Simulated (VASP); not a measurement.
**C4N: single point with PBE+D3(BJ)**

C4N:

```
C N
1.0
    -2.45140    2.45140    2.45140
     2.45140   -2.45140    2.45140
     2.45140    2.45140   -2.45140
C N
4 1
Direct
  0.00000 0.00000 0.50000
  0.50000 0.00000 0.00000
  0.50000 0.50000 0.50000
  0.00000 0.50000 0.00000
  0.00000 0.00000 0.00000
```

* Program: VASP 6.6.1
* Task: single point
* Functional: PBE
* Dispersion: D3(BJ)
* Potentials or basis: VASP PAW PBE potentials, release 64 (C, N)
* Cutoff: 520 eV
* k mesh: 6 × 6 × 6
* Occupations: gaussian, width 0.1 eV
* Spin: collinear spin, ferromagnetic start
* Starting moments: [1.0, 1.0, 1.0, 1.0, 1.0] μB
* Dipole correction: no
* Further INCAR settings: ALGO = Normal; EDIFF = 1e-07; NBANDS = 22

* Pressure: -29.2 GPa
* Net moment: 0.00 μB per cell
* Valence electrons inside the program's atomic spheres: C 1.96; N 3.34
* Dispersion energy per atom: -0.191 eV

Levels at points of the mesh, in eV from the Fermi level:
Spin up:
```csv
k point,band 6,band 7,band 8,band 9,band 10,band 11,band 12,band 13,band 14,band 15
"(0.00, 0.00, 0.00)",-5.49,-5.49,-5.49,-1.98,-1.98,-1.98,2.48,2.48,2.48,4.95
"(0.50, 0.00, 0.00)",-5.33,-1.58,-1.15,-1.11,0.14,0.18,0.64,1.19,1.68,1.72
"(0.50, 0.50, 0.50)",-4.23,-4.08,-0.59,-0.59,-0.59,0.31,0.31,0.31,0.76,4.20
```
Spin down:
```
           k point  band 6  band 7  band 8  band 9  band 10  band 11  band 12  band 13  band 14  band 15
(0.00, 0.00, 0.00)   -5.49   -5.49   -5.49   -1.98    -1.98    -1.98     2.48     2.48     2.48     4.95
(0.50, 0.00, 0.00)   -5.33   -1.58   -1.15   -1.11     0.14     0.18     0.64     1.19     1.68     1.72
(0.50, 0.50, 0.50)   -4.23   -4.08   -0.59   -0.59    -0.59     0.31     0.31     0.31     0.76     4.19
```

Wall time 40 s on 1 thread of Intel(R) Xeon(R) Platinum 8259CL CPU @ 2.50GHz (Skylake/Cascade Lake), on a shared host, peak memory 0.21 GiB.

Caveat: pairwise dispersion overbinds metals, which lowers pressure and volume.
